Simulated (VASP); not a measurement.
Runs of VASP 6.6.1 on Bi. The structure is that of space group P6_3/mmc (No. 194), or close to it. The cells are those of the table. 

```tsv
cell	gap on the mesh (eV)	pressure (GPa)
a = 3.325, b = 3.325, c = 11.086 Å, angles 90.0, 90.0, 120.0°, 4 atoms	none	(b)
a = 3.374, b = 3.374, c = 11.251 Å, angles 90.0, 90.0, 120.0°, 4 atoms	none	(a)
a = 3.515, b = 3.515, c = 11.721 Å, angles 90.0, 90.0, 120.0°, 4 atoms	none	-2.3
a = 3.469, b = 3.469, c = 11.568 Å, angles 90.0, 90.0, 120.0°, 4 atoms	none	-0.2
a = 3.422, b = 3.422, c = 11.412 Å, angles 90.0, 90.0, 120.0°, 4 atoms	none	2.4
```

Alike in all rows: task single point; level PBEsol; potentials or basis VASP PAW PBE potentials, release 64 (Bi_d); no spin polarisation; k mesh 12 × 12 × 3; cutoff (eV) 520; smearing fermi-dirac 0.1 eV.

**Question.** Fill in the values left out.

**Answer.** (a) 5.8; (b) 10.0.

Caveats: the PAW data sets were made with another functional, which shifts forces and pressure a little; spin-orbit coupling is left out, which moves the levels of the heavy elements.

A k mesh can miss the band edges, and the runs leave out spin-orbit coupling on Bi.

A gap of «none» marks levels without a gap at the run's occupations.
